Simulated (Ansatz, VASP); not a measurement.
**Two plane-wave programs on TiSi2**

```
Ti Si
1.0
     0.00000    4.15243    4.24805
     2.41659    0.00000    4.24805
     2.41659    4.15243    0.00000
Ti Si
2 4
Direct
  0.75000 0.75000 0.75000
  0.50000 0.50000 0.50000
  0.08617 0.41383 0.08617
  0.41383 0.08617 0.41383
  0.16383 0.83617 0.16383
  0.83617 0.16383 0.83617
```

Change from the starting cell: strain +0.0150 x Voigt [1, 1, 0, 0, 0, 0], atoms carried along.

Alike in both runs: task single point; functional PBEsol; k mesh 14 × 14 × 14; occupations gaussian, width 0.15 eV; no spin polarisation.

```csv
,VASP,Ansatz
version,VASP 6.6.1,Ansatz 0.2.0
potentials or method,"VASP PAW PBE potentials, release 64 (Ti_sv, Si), cutoff 520 eV","scalar-relativistic, plane waves, PAW"
valence electrons in the cell,40,40
```

|  | VASP | Ansatz | Ansatz less VASP |
| --- | --- | --- | --- |
| gap on the k mesh at the Fermi level (eV) | none | none | - |
| pressure (GPa) | -3.7 | -3.9 | -0.16 |
| traceless stress, the component that is largest in VASP (GPa) | 2.64 | 2.59 | -0.052 |
| rms of the force components (eV/Å) | 0.004 | 0.003 | -0.0003 |

VASP's potentials were made for PBE, not for PBEsol. Atom by atom the forces differ by 0.000 eV/Å (rms over components). A gap of «none» marks a metal or a gap that the smearing closes.
